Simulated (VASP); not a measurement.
PbO2: vibrations by perturbation theory with LDA

The system is PbO2.

```xyz
3
Lattice="0.0000 2.7020 2.7020 2.7020 0.0000 2.7020 2.7020 2.7020 0.0000" Properties=species:S:1:pos:R:3 pbc="T T T"
Pb    0.0000    0.0000    0.0000
O     4.0530    4.0530    4.0530
O     1.3510    1.3510    1.3510
```

```yaml
Program: VASP 6.6.1
Task: vibrations by perturbation theory
Functional: LDA
Potentials_or_basis: VASP PAW LDA potentials, release 64 (Pb_d, O)
Cutoff: 520 eV
k_mesh: 7 × 7 × 7
Occupations: fermi-dirac, width 0.05 eV
Spin: no spin polarisation
Dipole_correction: no
Further_INCAR_settings: ALGO = Normal; EDIFF = 1e-08; IBRION = 8; NSW = 1
```

```
Highest phonon frequency at Γ, LO-TO splitting left out : 398 cm⁻¹
```

Phonon frequencies in cm⁻¹ (negative: imaginary):
| q point | frequencies |
| --- | --- |
| (0.000, 0.000, 0.000) | 0 0 0 232 232 232 398 398 398 |

It took 84 s on 1 thread of Intel(R) Xeon(R) Platinum 8488C (Sapphire Rapids) (shared host), peak memory 0.22 GiB.

Caveat: the cell wasn't relaxed at this level first, which shifts response properties.
